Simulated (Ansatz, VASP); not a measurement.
**In4SbAs3: VASP beside Ansatz**

```
CELL_PARAMETERS angstrom
6.30234 0.00000 0.00000
0.00000 6.30234 0.00000
0.00000 0.00000 6.30234
ATOMIC_POSITIONS crystal
In 0.24210 0.75789 0.24210
In 0.24210 0.24210 0.75789
In 0.75789 0.75789 0.75789
In 0.75789 0.24210 0.24210
Sb 0.50000 0.50000 0.50000
As 0.50000 0.00000 0.00000
As 0.00000 0.00000 0.50000
As 0.00000 0.50000 0.00000
```

Alike in both runs: task single point; functional PBE; k mesh 4 × 4 × 4; occupations gaussian, width 0.1 eV; no spin polarisation.

|  | VASP | Ansatz |
| --- | --- | --- |
| version | VASP 6.6.1 | Ansatz 0.2.0 |
| potentials or method | VASP PAW PBE potentials, release 64 (In_d, Sb, As), cutoff 520 eV | scalar-relativistic, plane waves, PAW |
| valence electrons in the cell | 72 | 112 |

VASP gave:

```
gap on the k mesh at the Fermi level (eV) : none
pressure (GPa)                            : 0.0
rms of the force components (eV/Å)        : 0.004
```

Question: Which values does Ansatz return?

Answer: gap on the k mesh at the Fermi level (eV): none; pressure (GPa): 0.0; rms of the force components (eV/Å): 0.007.

Atom by atom the forces differ by 0.003 eV/Å (rms over components). A gap of «none» marks a metal or a gap that the smearing closes. VASP's potentials hold 72 valence electrons a cell and Ansatz's 112, so a difference there can come from the potentials and not from the codes.

Spin-orbit coupling is off throughout.
